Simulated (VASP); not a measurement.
Os:

```
Os
1.0
     2.78772    0.00000    0.00000
    -1.39386    2.41424    0.00000
     0.00000    0.00000    4.40442
Os
2
Direct
  0.66667 0.33333 0.75000
  0.33333 0.66667 0.25000
```

Base run:

| Property | Result |
| --- | --- |
| Program | VASP 6.6.1 |
| Functional | r2SCAN |
| Dispersion | rVV10 |
| Potentials or basis | VASP PAW PBE potentials, release 64 (Os_sv_GW) |
| Cutoff | 620 eV |
| k mesh | 11 × 11 × 6 |
| Occupations | fermi-dirac, width 0.05 eV |
| Spin | no spin polarisation |

Its results: band gap on the k mesh zero (bands 16 and 17 overlap by 3.72 eV); pressure -23.8 GPa.

**Question.** The run is repeated on the same cell with these changes: functional from r2SCAN to BLYP; dispersion from rVV10 to D4; cutoff from 620 eV to 560 eV. What comes out?

**Answer.** Band gap on the k mesh zero (bands 16 and 17 overlap by 3.55 eV); pressure -11.4 GPa.

Several settings changed at once.

Caveats: the cell stands under tension; the PAW data sets were made with another functional, which shifts forces and pressure a little; spin-orbit coupling is left out, which moves the levels of the heavy elements; the dispersion term is far too large for a dense solid, which distorts pressure and volume (at least some runs).
